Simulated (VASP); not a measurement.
A run of VASP 6.6.1 is set up as follows.

File INCAR:

```
SYSTEM = In
PREC = Accurate
ENCUT = 520
EDIFF = 1E-6
ISMEAR = 0
SIGMA = 0.15
LREAL = .False.
LASPH = .True.
NELM = 60
ALGO = Fast
ISIF = 2
LWAVE = .False.
LCHARG = .True.
GGA = PS
LELF = .True.
LVHAR = .True.
NBANDS = 12
```

File KPOINTS:

```
Automatic mesh
0
Gamma
  20 20 20
  0 0 0
```

Contents of POSCAR:

```
In
1.0
   -1.6749345000      1.6749345000      2.5110592500
    1.6749345000     -1.6749345000      2.5110592500
    1.6749345000      1.6749345000     -2.5110592500
In
1
Direct
    0.0000000000      0.0000000000      0.0000000000
```

Potentials or basis: VASP PAW PBE potentials, release 64 (In_d).

Launch:

```sh
$ cat potpaw_PBE.64/In_d/POTCAR > POTCAR
$ mpirun -np 1 vasp_std > vasp.out
```

What does it give for the band gap on the k mesh?

Zero (an odd number of electrons rules out a gap without spin polarisation).

Predict the pressure.

-3.4 GPa.

Caveat: the cell differs from its parent crystal (strain +0.030 along x and y, +0.015 along z); the cell stands under tension; the PAW data sets were made with another functional, which shifts forces and pressure a little; spin-orbit coupling is left out, which moves the levels of the heavy elements.
